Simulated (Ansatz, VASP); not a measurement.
## SnO in VASP and in Ansatz

INCAR

```
PREC     = Accurate       # precision mode
ENCUT    = 520            # plane-wave cutoff, eV
EDIFF    = 1E-6           # SCF threshold, eV
ISMEAR   = 0              # smearing method
SIGMA    = 0.1            # smearing width, eV
LREAL    = F              # projectors in reciprocal space
LASPH    = T              # aspherical terms in the spheres
NELM     = 60             # most SCF steps
ALGO     = Normal         # electronic algorithm
ISIF     = 2              # what is computed and relaxed
LWAVE    = F              # write WAVECAR
LCHARG   = F              # write CHGCAR
LDIPOL   = T            
IDIPOL   = 3            
DIPOL    = 0.5 0.5 0.500
GGA      = PE             # functional
IVDW     = 12             # dispersion correction
NBANDS   = 28             # bands
```

Contents of KPOINTS:

```
regular mesh
0
Gamma
  6 6 1
```

Contents of POSCAR:

```
SnO
1.0
    3.8360583299      0.0000000000      0.0000000000
   -0.0000106623      3.8360583299      0.0000000000
    0.0000000000      0.0000000000     30.6344298968
Sn O
2 2
Direct
    0.9998905101      0.9998905101      0.4621795647
    0.4998732149      0.4998732149      0.5378204353
    0.9998239352      0.4998148992      0.5000013290
    0.4998148992      0.9998239352      0.5000013290
```

Input for Ansatz:

```yaml
crystal:
  lattice:
    - [3.8360583299, 0.0, 0.0]
    - [-1.06623e-05, 3.8360583299, 0.0]
    - [0.0, 0.0, 30.6344298968]
  atoms:
    - { symbol: Sn, position: [0.9998905101, 0.9998905101, 0.4621795647] }
    - { symbol: O, position: [0.9998239352, 0.4998148992, 0.500001329] }
    - { symbol: O, position: [0.4998148992, 0.9998239352, 0.500001329] }
    - { symbol: Sn, position: [0.4998732149, 0.4998732149, 0.5378204353] }
  periodic: [true, true, false]
basis:
  ecutwfc: 420
kpoints:
  mp_grid: { grid: [6, 6, 1] }
hamiltonian:
  xc: pbe
  dispersion: d3bj
scf:
  occupations: { method: gaussian, width: 0.1 }
output:
  forces: true
  stress: true
  eigenvalues: true
```

Alike in both runs: task single point; functional PBE; dispersion D3(BJ); k mesh 6 × 6 × 1; occupations gaussian, width 0.1 eV; no spin polarisation.

|  | VASP | Ansatz |
| --- | --- | --- |
| version | VASP 6.6.1 | Ansatz 0.2.0 |
| potentials or method | VASP PAW PBE potentials, release 64 (Sn_d, O), cutoff 520 eV | scalar-relativistic, plane waves, PAW |
| valence electrons in the cell | 40 | 40 |

Ansatz gave:

- gap on the k mesh at the Fermi level (eV): 3.03
- least direct gap on the mesh (eV): 3.07
- rms of the force components (eV/Å): 0.135

Question: What did VASP give for the same quantities?

Answer: gap on the k mesh at the Fermi level (eV): 2.97; least direct gap on the mesh (eV): 3.01; rms of the force components (eV/Å): 0.171.

Ansatz's warnings: near symmetry operation missed by atoms.
